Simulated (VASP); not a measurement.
The system is CaSe.

```
Ca Se
1.0
     0.06252    3.03005    3.03005
     3.03005    0.06252    3.03005
     3.03005    3.03005    0.06252
Ca Se
1 1
Direct
  0.00000 0.00000 0.00000
  0.50000 0.50000 0.50000
```

This cell differs from its parent crystal: strain along [111] +3.2%.

Base run:

```yaml
Program: VASP 6.6.1
Functional: r2SCAN
Potentials_or_basis: VASP PAW PBE potentials, release 64 (Ca_sv, Se)
Cutoff: 550 eV
k_mesh: 8 × 8 × 8
Occupations: gaussian, width 0.01 eV
Spin: no spin polarisation
```

Its results: band gap on the k mesh 2.52 eV (least direct gap 3.41 eV); pressure -1.3 GPa.

Task: The run is repeated on the same cell with these changes: functional from r2SCAN to PBE; cutoff from 550 eV to 500 eV; occupations from gaussian, width 0.01 eV to fermi-dirac, width 0.02 eV. What comes out?

Result: Band gap on the k mesh 2.05 eV (least direct gap 2.93 eV); pressure -0.8 GPa.

Caveats: the PAW data sets were made with another functional, which shifts forces and pressure a little (at least some runs).

A k mesh can miss the band edges.
